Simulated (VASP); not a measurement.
Input of a VASP 6.6.1 run:

File INCAR:

```
PREC = Accurate
ENCUT = 600
EDIFF = 1E-6
ISMEAR = 0
SIGMA = 0.1
LREAL = False
LASPH = True
NELM = 80
ALGO = Normal
ISIF = 3
LWAVE = False
LCHARG = False
GGA = PE
IBRION = 2
NSW = 100
EDIFFG = -0.01
```

KPOINTS

```
Automatic mesh
0
Gamma
  14 14 14
```

The input POSCAR:

```
Ir3O
1.0
   -2.4764542149      2.4764542149      2.4764542149
    2.4764542149     -2.4764542149      2.4764542149
    2.4764542149      2.4764542149     -2.4764542149
Ir O
3 1
Direct
    0.0000000000      0.5000000000      0.5000000000
    0.5000000000      0.0000000000      0.5000000000
    0.5000000000      0.5000000000      0.0000000000
    0.0000000000      0.0000000000      0.0000000000
```

Potentials or basis: VASP PAW PBE potentials, release 64 (Ir, O).

The run is started by

```sh
$ cat potpaw_PBE.64/Ir/POTCAR potpaw_PBE.64/O/POTCAR > POTCAR
$ mpirun -np 1 vasp_std > vasp.out
```

**Question.** Estimate the band gap on the k mesh.

**Answer.** Zero (an odd number of electrons rules out a gap without spin polarisation).

**Question.** Estimate the relaxed volume.

**Answer.** 15.15 Å³/atom.

**Question.** Estimate the space group after relaxing (to 0.1 Å).

**Answer.** Im-3m (No. 229).

Final structure:
```cif
data_structure
_symmetry_space_group_name_H-M 'P 1'
_symmetry_Int_Tables_number 1
_cell_length_a 4.2862
_cell_length_b 4.2862
_cell_length_c 4.2862
_cell_angle_alpha 109.471
_cell_angle_beta 109.471
_cell_angle_gamma 109.471
_cell_volume 60.62
loop_
_atom_site_label
_atom_site_type_symbol
_atom_site_fract_x
_atom_site_fract_y
_atom_site_fract_z
_atom_site_occupancy
Ir1 Ir 0.00000 0.50000 0.50000 1
Ir2 Ir 0.50000 0.00000 0.50000 1
Ir3 Ir 0.50000 0.50000 0.00000 1
O1 O 0.00000 0.00000 0.00000 1
```

Caveat: spin-orbit coupling is left out, which moves the levels of the heavy elements; an odd number of electrons without spin polarisation forces a metal; a magnetic or distorted state may lie lower.
